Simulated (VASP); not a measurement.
Wanted: the native input for a VASP 6.6.1 run.

```yaml
Task: single point
Functional: PBE
Potentials_or_basis: VASP PAW PBE potentials, release 64 (Pb_d, F)
Cutoff: 520 eV
k_mesh: 8 × 8 × 8
Occupations: gaussian, width 0.05 eV
Spin: no spin polarisation
Dipole_correction: no
Further_INCAR_settings: ALGO = Normal; EDIFF = 1e-06; NBANDS = 21
```

The structure of PbF2 lies in POSCAR:

```
PbF2
1.0
    0.0000000000      2.8510560000      2.8510560000
    2.8510560000      0.0000000000      2.8510560000
    2.8510560000      2.8510560000      0.0000000000
Pb F
1 2
Direct
    0.0000000000      0.0000000000      0.0000000000
    0.2500000000      0.2500000000      0.2500000000
    0.7500000000      0.7500000000      0.7500000000
```

This cell differs from its parent crystal: strain -0.040 along x and y, -0.040 along z.

The input as run:

INCAR

```
SYSTEM = PbF2
ALGO = Normal
EDIFF = 1E-6
ENCUT = 520
GGA = PE
ISIF = 2
ISMEAR = 0
LASPH = .True.
LCHARG = .False.
LREAL = .False.
LWAVE = .False.
NBANDS = 21
NELM = 80
PREC = Accurate
SIGMA = 0.05
```

KPOINTS

```
k-points
0
Gamma
  8 8 8
  0 0 0
```

Potentials or basis: VASP PAW PBE potentials, release 64 (Pb_d, F).

Run with:

```bash
$ cat potpaw_PBE.64/Pb_d/POTCAR potpaw_PBE.64/F/POTCAR > POTCAR
$ mpirun -np 1 vasp_std > vasp.out
```

It gave:

- Pressure: 14.5 GPa
- Band gap on the k mesh: 4.36 eV, indirect (least direct gap 4.52 eV)

Caveat: the cell differs from its parent crystal (strain -0.040 along x and y, -0.040 along z); spin-orbit coupling is left out, which moves the levels of the heavy elements.

Run time: 25 s on 1 thread of AMD EPYC 7R13 Processor (Zen 3), with other jobs on the host, peak memory 0.15 GiB.
